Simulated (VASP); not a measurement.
# H (P1) in VASP: single point with PBE

Aim: the single point of H with PBE.

Everything below comes from runs of VASP 6.6.1. Logs are shortened: lines on timing, memory, paths and dates and some standing lists are left out, and cuts for length are marked.

## 1. The cell of the first run

The typed cell holds 4 atoms: a = 3.508 Å, b = 3.300 Å, c = 6.860 Å, α = 79.41°, β = 96.97°, γ = 114.57°.

## 2. Single point, PBE

INCAR reads:

```
ALGO = Normal ; EDIFF = 1E-6
ENCUT = 520 ; GGA = PE
ISIF = 2 ; ISMEAR = 0
LASPH = True ; LCHARG = True
LELF = True ; LREAL = False
LVHAR = True ; LWAVE = False
NBANDS = 10 ; NELM = 100
PREC = Accurate ; SIGMA = 0.05
```

KPOINTS reads:

```
k-points
0
Gamma
  8 8 4
```

POSCAR reads:

```
H
1.0
    1.9448499637     -2.9127331524     -0.2067978392
    1.7361749479      2.7917139648      0.2839417490
    0.2152375011      0.6619022549      6.8248226298
H
4
Direct
    0.5546447512      0.6131120305      0.9485998009
    0.4750664370      0.7115609540      0.0166079313
    0.4368247008      0.4095340658      0.4843133802
    0.5334641111      0.2657929497      0.5504788876
```

Potentials or basis: VASP PAW PBE potentials, release 64 (H).

The run is started by

```console
cat potpaw_PBE.64/H/POTCAR > POTCAR
mpirun -np 1 vasp_std > vasp.out
```

OUTCAR:

```text
EDIFF = 1E-6
   ENCUT = 520
   GGA = PE
   ISIF = 2
   ISMEAR = 0
   LASPH = True
   LREAL = False
   NELM = 100
   PREC = Accurate

 ion  position               nearest neighbor table
   1  0.555  0.613  0.949-   2 0.75
   2  0.475  0.712  0.017-   1 0.75
   3  0.437  0.410  0.484-   4 0.75
   4  0.533  0.266  0.550-   3 0.75

  LATTYP: Found a triclinic cell.
 ALAT       =     3.2997868458
 B/A-ratio  =     2.9454800548
 C/A-ratio  =     1.0632353322
 COS(alpha) =     0.0070014365
 COS(beta)  =     0.4157881657
 COS(gamma) =     0.6586070502

  Lattice vectors:

 A1 = (  -1.7361749479,  -2.7917139648,  -0.2839417490)
 A2 = (  -5.6324373606,  -3.3325970321,  -7.1859082886)
 A3 = (   1.9448499637,  -2.9127331524,  -0.2067978392)

Analysis of symmetry for initial positions (statically):
=====================================================================
 Subroutine PRICEL returns:
 Original cell was already a primitive cell.

 Routine SETGRP: Setting up the symmetry group for a
 triclinic supercell.

 Subroutine GETGRP returns: Found  1 space group operations
 (whereof  1 operations were pure point group operations)
 out of a pool of  2 trial point group operations.

The static configuration has the point symmetry C_1 .

Analysis of symmetry for dynamics (positions and initial velocities):
=====================================================================
 Subroutine PRICEL returns:
 Original cell was already a primitive cell.

 Routine SETGRP: Setting up the symmetry group for a
 triclinic supercell.

 Subroutine GETGRP returns: Found  1 space group operations
 (whereof  1 operations were pure point group operations)
 out of a pool of  2 trial point group operations.

The dynamic configuration has the point symmetry C_1 .

 Subroutine INISYM returns: Found  1 space group operations
 (whereof  1 operations are pure point group operations),
 and found     1 'primitive' translations

----------------------------------------------------------------------------------------

                                     Primitive cell

  volume of cell :      70.9114

  direct lattice vectors                    reciprocal lattice vectors
     1.944849964 -2.912733152 -0.206797839     0.266036199 -0.166235103  0.007732131
     1.736174948  2.791713965  0.283941749     0.278403684  0.187808427 -0.026994655
     0.215237501  0.661902255  6.824822630    -0.003521662 -0.012850695  0.147881337

  length of vectors
     3.508449963  3.299786846  6.860221987     0.313797952  0.336911454  0.148480411

  position of ions in fractional coordinates (direct lattice)
     0.554644751  0.613112030  0.948599801
     0.475066437  0.711560954  0.016607931
     0.436824701  0.409534066  0.484313380
     0.533464111  0.265792950  0.550478888

  ion indices of the primitive-cell ions
   primitive index   ion index
                 1           1
                 2           2
                 3           3
                 4           4

----------------------------------------------------------------------------------------

 KPOINTS: k-points

Automatic generation of k-mesh.
 Grid dimensions read from file:
 generate k-points for:    8    8    4

 Generating k-lattice:

  Cartesian coordinates                     Fractional coordinates (reciprocal lattice)
     0.033254525 -0.020779388  0.000966516     0.125000000  0.000000000  0.000000000
     0.034800461  0.023476053 -0.003374332    -0.000000000  0.125000000 -0.000000000
    -0.000880415 -0.003212674  0.036970334    -0.000000000 -0.000000000  0.250000000

  Length of vectors
     0.039224744  0.042113932  0.037120103

  Shift w.r.t. Gamma in fractional coordinates (k-lattice)
     0.000000000  0.000000000  0.000000000

 Subroutine IBZKPT returns following result:
 ===========================================

 Found    132 irreducible k-points:

 Following reciprocal coordinates:
            Coordinates               Weight
  0.000000  0.000000  0.000000      1.000000
  0.125000  0.000000  0.000000      2.000000
  0.250000  0.000000  0.000000      2.000000
  0.375000  0.000000  0.000000      2.000000
  0.500000  0.000000  0.000000      1.000000
  0.000000  0.125000  0.000000      2.000000
[... 16 lines left out ...]
  0.125000  0.375000  0.000000      2.000000
  0.250000  0.375000  0.000000      2.000000
 [... further k-points ...]
   k-points           NKPTS =    132   k-points in BZ     NKDIM =    132   number of bands    NBANDS=     10
   number of dos      NEDOS =    301   number of ions     NIONS =      4
   total plane-waves  NPLWV =  42336
   dimension x,y,z NGX =    28 NGY =   28 NGZ =   54
   dimension x,y,z NGXF=    56 NGYF=   56 NGZF=  108
   ions per type =               4
   NGX,Y,Z   is equivalent  to a cutoff of  13.27, 14.11, 13.09 a.u.
   NGXF,Y,Z  is equivalent  to a cutoff of  26.54, 28.21, 26.17 a.u.
 SYSTEM =  unknown system
   PREC   = accura    normal or accurate (medium, high low for compatibility)
   ISTART =      0    job   : 0-new  1-cont  2-samecut
   ICHARG =      2    charge: 1-file 2-atom 10-const
   ISPIN  =      1    spin polarized calculation?
   LNONCOLLINEAR =      F non collinear calculations
   LSORBIT =      F    spin-orbit coupling
   LASPH  =      T    aspherical Exc in radial PAW
   ENCUT  =  520.0 eV  38.22 Ry    6.18 a.u.   6.52  6.14 12.76*2*pi/ulx,y,z
   NELM   =    100;   NELMIN=  2; NELMDL= -5     # of ELM steps
   EDIFF  = 0.1E-05   stopping-criterion for ELM
   LREAL  =      F    real-space projection
[... 7 lines left out ...]
   TEBEG  =    0.0;   TEEND  =   0.0 temperature during run
   PSTRESS=    0.0 pullay stress
   NELECT =       4.0000    total number of electrons
   NUPDOWN=      -1.0000    fix difference up-down
   EMIN   =  10.00;   EMAX   =-10.00  energy-range for DOS
   EFERMI =   0.00;   METHOD = LEGACY
   ISMEAR =     0;   SIGMA  =   0.05  broadening in eV -4-tet -1-fermi 0-gaus
   EFERMI_NEDOS =   21; number of points for ismear=-14 and -15
   IALGO  =     38    algorithm
   IMIX   =      4    mixing-type and parameters
     AMIX     =   0.40;   BMIX     =  1.00
     AMIX_MAG =   1.60;   BMIX_MAG =  1.00
  volume/ion in A,a.u.               =      17.73       119.63
  Fermi-wavevector in a.u.,A,eV,Ry     =   0.627850  1.186465  5.363361  0.394196
  Thomas-Fermi vector in A             =   1.689592
   LORBIT       =      0    0 simple, 1 ext, 2 COOP (PROOUT), +10 PAW based schemes
   GGA     = PE    functional components
   LHFCALC =     F    Hartree Fock is set to
   AEXX    =    0.0000 exact exchange contribution
   IVDW    =     0    specifies the selected vdW correction
   LEPSILON=     F    determine dielectric tensor
   LRPA    =     F    only Hartree local field effects (RPA)
 non-spin polarized calculation
 Gauss-broadening in eV      SIGMA  =   0.05
  energy-cutoff  :      520.00
  volume of cell :       70.91
 maximum number of plane-waves:      1931
 NGX is ok and might be reduce to    28
   NGX = 13   NGY = 13   NGZ = 25

 number of electron       3.9999999 magnetization

 Free energy of the ion-electron system (eV)
  ---------------------------------------------------
  ext. energy  EPLUGINS =         0.00000000
  ---------------------------------------------------
  free energy    TOTEN  =       -13.57689635 eV

  energy without entropy =      -13.57689635  energy(sigma->0) =      -13.57689635

 E-fermi :  -8.8469     XC(G=0):  -4.3685

 val. band max:       -9.0501416413   @ k =   0.3750   0.3750   0.2500
 cond. band min:      -0.1007403661   @ k =   0.0000   0.0000   0.0000
 fundamental gap:      8.9494012752
 Fermi energy:        -8.8468760216

 k-point     1 :       0.0000    0.0000    0.0000
  band No.  band energies     occupation
      1     -10.2420      2.00000
      2      -9.6976      2.00000
      3      -0.1007      0.00000
      4       2.5346      0.00000
      5       5.5883      0.00000
      6       6.6687      0.00000
      7       8.1395      0.00000
      8      10.2236      0.00000
      9      10.5261      0.00000
     10      10.7772      0.00000

 k-point     2 :       0.1250    0.0000    0.0000
  band No.  band energies     occupation
      1     -10.1612      2.00000
      2      -9.6347      2.00000
      3       0.0999      0.00000
      4       2.2980      0.00000
      5       5.0935      0.00000
      6       6.5800      0.00000
      7       7.4105      0.00000
      8       9.4556      0.00000
      9      10.0237      0.00000
     10      11.2247      0.00000

 k-point     3 :       0.2500    0.0000    0.0000
  band No.  band energies     occupation
      1      -9.9551      2.00000
      2      -9.4769      2.00000
      3       0.6334      0.00000
      4       1.6998      0.00000
      5       3.9840      0.00000
      6       6.5269      0.00000
      7       6.6146      0.00000
      8       8.1340      0.00000
      9       9.4506      0.00000
     10       9.8802      0.00000

 k-point     4 :       0.3750    0.0000    0.0000
  band No.  band energies     occupation
      1      -9.7304      2.00000
      2      -9.3089      2.00000
      3       0.6632      0.00000
      4       1.8473      0.00000
      5       3.0716      0.00000
      6       5.9680      0.00000
      7       6.3479      0.00000
      8       6.7342      0.00000
      9       8.6309      0.00000
     10       9.3486      0.00000

 k-point     5 :       0.5000    0.0000    0.0000
  band No.  band energies     occupation
      1      -9.6309      2.00000
      2      -9.2358      2.00000
      3       0.4036      0.00000
      4       2.3517      0.00000
      5       2.8680      0.00000
      6       5.0113      0.00000
      7       6.1595      0.00000
      8       6.7148      0.00000
      9       8.3694      0.00000
     10       9.1002      0.00000

 k-point     6 :       0.0000    0.1250    0.0000
  band No.  band energies     occupation
      1     -10.1323      2.00000
      2      -9.6211      2.00000
      3       0.1408      0.00000
      4       2.3815      0.00000
      5       4.8662      0.00000
      6       6.6739      0.00000
      7       7.5948      0.00000
      8       9.4724      0.00000
      9      10.0339      0.00000
     10      10.9964      0.00000
[... 183 lines left out ...]
 k-point    21 :      -0.1250    0.2500    0.0000
  band No.  band energies     occupation
      1      -9.8773      2.00000
      2      -9.4524      2.00000
      3       0.6111      0.00000
      4       2.0095      0.00000
      5       3.4816      0.00000
      6       6.9601      0.00000
      7       7.9505      0.00000
      8       8.5555      0.00000
      9       9.3977      0.00000
     10      10.5361      0.00000

 k-point    22 :       0.0000    0.3750    0.0000
  band No.  band energies     occupation
      1      -9.5057      2.00000
      2      -9.2494      2.00000
      3       1.0739      0.00000
      4       1.9308      0.00000
      5       2.7116      0.00000
      6       5.6859      0.00000
      7       6.5715      0.00000
      8       7.7116      0.00000
      9       8.0187      0.00000
     10       9.3156      0.00000

 k-point    23 :       0.1250    0.3750    0.0000
  band No.  band energies     occupation
      1      -9.3985      2.00000
      2      -9.1845      2.00000
      3       1.2521      0.00000
      4       2.0345      0.00000
      5       2.8894      0.00000
      6       4.6249      0.00000
      7       5.3811      0.00000
      8       6.5081      0.00000
      9       8.8886      0.00000
     10       9.7350      0.00000

 k-point    24 :       0.2500    0.3750    0.0000
  band No.  band energies     occupation
      1      -9.2861      2.00000
      2      -9.1065      2.00000
      3       1.4836      0.00000
      4       2.1675      0.00000
      5       2.5989      0.00000
      6       4.3454      0.00000
      7       4.6799      0.00000
      8       6.0544      0.00000
      9       8.1326      0.00000
     10       9.3842      0.00000

 [... further k-points ...]
[... 5 lines left out ...]
  --------------------------------------------------------------------------------------
  -------------------------------------------------------------------------------------
  Total       -0.0491650     -0.0624685     -0.0765126      0.0126685     -0.0041207      0.0014951
  in kB       -1.1108364     -1.4114172     -1.7287307      0.2862340     -0.0931023      0.0337802
  external PRESSURE =      -1.4169948 kB  Pullay stress =       0.0000000 kB

 VOLUME and BASIS-vectors are now :
 -----------------------------------------------------------------------------
  energy-cutoff  :      520.00
  volume of cell :       70.91
      direct lattice vectors                 reciprocal lattice vectors
     1.944849964 -2.912733152 -0.206797839     0.266036199 -0.166235103  0.007732131
     1.736174948  2.791713965  0.283941749     0.278403684  0.187808427 -0.026994655
     0.215237501  0.661902255  6.824822630    -0.003521662 -0.012850695  0.147881337

 POSITION                                       TOTAL-FORCE (eV/Angst)
 -----------------------------------------------------------------------------------
      2.34734      0.72398      6.53341         0.000484      0.012714      0.013031
      2.16290      0.61373      0.21715        -0.000421     -0.012409     -0.012988
      1.66482      0.19152      3.33130        -0.000488     -0.002463      0.001481
      1.61745     -0.44746      3.72207         0.000424      0.002157     -0.001524
 -----------------------------------------------------------------------------------
    total drift:                               -0.000009      0.000019     -0.000002

  FREE ENERGIE OF THE ION-ELECTRON SYSTEM (eV)
  ---------------------------------------------------
  free  energy   TOTEN  =       -13.5768963549 eV

  energy  without entropy=      -13.5768963549  energy(sigma->0) =      -13.57689635
```

Run time: 67 s. Hardware: 1 thread of Intel Xeon Platinum 8259CL at 2.50GHz (Skylake/Cascade Lake), shared host; peak memory 0.22 GiB.

Results:

```yaml
Free_energy: -13.5769 eV
Pressure: -0.1 GPa
Largest_force: 0.018 eV/Å
Band_gap_on_the_k_mesh: 8.95 eV, indirect (least direct gap 9.57 eV)
```

Forces in eV/Å, atoms in the order of the input:
```
H    0.000  0.013  0.013
H    0.000 -0.012 -0.013
H    0.000 -0.002  0.001
H    0.000  0.002 -0.002
```

Caveat: the cell differs from its parent crystal (all atoms moved at random, sigma 0.15 Å a component, cell strained at random, sigma 0.1, then relaxed in part).
